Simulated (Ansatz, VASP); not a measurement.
Two plane-wave programs on MoS2

The input INCAR:

```
SYSTEM = MoS2
ALGO = Normal
EDIFF = 1E-7
ENCUT = 520
GGA = PE
ISIF = 2
ISMEAR = 0
LASPH = .TRUE.
LCHARG = .TRUE.
LELF = .TRUE.
LREAL = .FALSE.
LVHAR = .TRUE.
LWAVE = .FALSE.
NBANDS = 35
NELM = 80
PREC = Accurate
SIGMA = 0.01
```

File KPOINTS:

```
k-points
0
G
  6 6 2
  0 0 0
```

POSCAR

```
MoS2
1.0
    3.1730083673      0.0000000000      0.0000000000
   -1.5865041836      2.7479058525      0.0000000000
    0.0000000000      0.0000000000     12.4354192521
Mo S
2 4
Direct
    0.6666666667      0.3333333333      0.2500161476
    0.3333333333      0.6666666667      0.7499838524
    0.3333333333      0.6666666667      0.3751203003
    0.6666666667      0.3333333333      0.8750883708
    0.3333333333      0.6666666667      0.1249116292
    0.6666666667      0.3333333333      0.6248796997
```

Input for Ansatz:

```yaml
crystal:
  lattice:
    - [3.1730083673, 0.0, 0.0]
    - [-1.5865041836, 2.7479058525, 0.0]
    - [0.0, 0.0, 12.4354192521]
  atoms:
    - { symbol: Mo, position: [0.6666666667, 0.3333333333, 0.2500161476] }
    - { symbol: Mo, position: [0.3333333333, 0.6666666667, 0.7499838524] }
    - { symbol: S, position: [0.3333333333, 0.6666666667, 0.3751203003] }
    - { symbol: S, position: [0.6666666667, 0.3333333333, 0.8750883708] }
    - { symbol: S, position: [0.3333333333, 0.6666666667, 0.1249116292] }
    - { symbol: S, position: [0.6666666667, 0.3333333333, 0.6248796997] }
kpoints:
  mp_grid: { grid: [6, 6, 2] }
hamiltonian:
  xc: pbe
scf:
  occupations: { method: fixed }
  n_extra_bands: 5
  max_iter: 88
output:
  forces: true
  stress: true
  eigenvalues: true
basis:
  ecutrho_ratio: 12
```

Alike in both runs: task single point; functional PBE; k mesh 6 × 6 × 2; no spin polarisation.

|  | VASP | Ansatz |
| --- | --- | --- |
| version | VASP 6.6.1 | Ansatz 0.2.0 |
| potentials or method | VASP PAW PBE potentials, release 64 (Mo_sv, S) | plane waves |
| plane-wave cutoff (eV) | 520 | 420 |
| occupations | gaussian, width 0.01 eV | fixed |
| valence electrons in the cell | 52 | 52 |

```csv
,VASP,Ansatz,Ansatz less VASP
gap on the k mesh at the Fermi level (eV),0.95,0.94,-0.014
pressure (GPa),2.3,2.4,+0.13
"traceless stress, the component that is largest in VASP (GPa)",0.91,0.95,+0.038
rms of the force components (eV/Å),0.048,0.054,+0.0061
```

Atom by atom the forces differ by 0.006 eV/Å (rms over components).
